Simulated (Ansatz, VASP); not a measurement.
# Cr in VASP and in Ansatz

File INCAR:

```
ALGO = Normal ; EDIFF = 1E-8
ENCUT = 520 ; GGA = PE
ISIF = 2 ; ISMEAR = -1
ISPIN = 2 ; LASPH = T
LCHARG = F ; LEFG = T
LMAXMIX = 4 ; LORBIT = 11
LREAL = F ; LWAVE = F
MAGMOM = -3 3 ; NBANDS = 23
NELM = 150 ; PREC = Accurate
SIGMA = 0.05
```

File KPOINTS:

```
k-points
0
Gamma
  11 11 11
```

File POSCAR:

```
Cr
1.0
    2.9982963100      0.0000000000      0.0000000000
    0.0000000000      2.9982963100      0.0000000000
    0.0000000000      0.0000000000      2.9982963100
Cr
2
Direct
    0.0000000000      0.0000000000      0.0000000000
    0.5000000000      0.5000000000      0.5000000000
```

Input for Ansatz:

```yaml
crystal:
  lattice:
    - [2.99829631, 0.0, 0.0]
    - [0.0, 2.99829631, 0.0]
    - [0.0, 0.0, 2.99829631]
  atoms:
    - { symbol: Cr, position: [0.0, 0.0, 0.0], spin: -3.0 }
    - { symbol: Cr, position: [0.5, 0.5, 0.5], spin: 3.0 }
magnetization:
  spin_polarized: true
kpoints:
  mp_grid: { grid: [11, 11, 11] }
scf:
  occupations: { method: fermi_dirac, width: 0.05 }
hamiltonian:
  xc: pbe
  pseudopotentials: { kind: paw }
output:
  forces: true
  stress: true
  eigenvalues: true
  efg: { contact_densities: true }
```

Change from the starting cell: volume scaled by 1.03, PAW files.

Alike in both runs: task electric field gradients; functional PBE; k mesh 11 × 11 × 11; occupations fermi-dirac, width 0.05 eV; collinear spin.

```csv
,VASP,Ansatz
version,VASP 6.6.1,Ansatz 0.2.0
potentials or method,"VASP PAW PBE potentials, release 64 (Cr_pv)","PAW with Ansatz's default frozen-core files, scalar-relativistic"
plane-wave cutoff (eV),520,420
valence electrons in the cell,24,28
```

Ansatz gave:

| Item | Value |
| --- | --- |
| pressure (GPa) | -15.7 |
| net moment per atom (μB) | 0.00 |
| size of the moment on the site where the two differ most (μB) | 1.87 |

**Question.** What did VASP give for the same quantities?

**Answer.** Pressure (GPa): -15.4; net moment per atom (μB): 0.00; size of the moment on the site where the two differ most (μB): 1.99.

Site moments also hang on the region over which each program counts them. VASP's potentials hold 24 valence electrons a cell and Ansatz's 28, so a difference there can come from the potentials and not from the codes.
